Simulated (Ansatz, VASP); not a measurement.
**One calculation of Li2TlB, two programs**

```
Li Tl B
1.0
     3.72564    0.00000    0.00000
     0.00000    3.72564    0.00000
     0.00000    0.00000    5.15740
Li Tl B
2 1 1
Direct
  0.00000 0.00000 0.00000
  0.50000 0.50000 0.50000
  0.50000 0.50000 0.00000
  0.00000 0.00000 0.50000
```

Alike in both runs: task relaxation of cell and atoms; functional PBE; k mesh 12 × 12 × 10; occupations gaussian, width 0.1 eV; no spin polarisation.

```csv
,VASP,Ansatz
version,VASP 6.6.1,Ansatz 0.2.0
potentials or method,"VASP PAW PBE potentials, release 64 (Li_sv, Tl_d, B), cutoff 600 eV","scalar-relativistic, plane waves, PAW"
valence electrons in the cell,22,22
```

|  | VASP | Ansatz | Ansatz less VASP |
| --- | --- | --- | --- |
| gap on the k mesh at the Fermi level, each at its own relaxed structure (eV) | none | none | - |
| relaxed volume (Å³/atom) | 17.80 | 17.85 | +0.057 |
| relaxed cell length with the largest relative difference (Å) | 3.716 | 3.720 | +0.0040 |

A gap of «none» marks a metal or a gap that the smearing closes.

Spin-orbit coupling is off throughout. Noted on VASP's run: the cutoff is short for stress, so the pressure is rough.
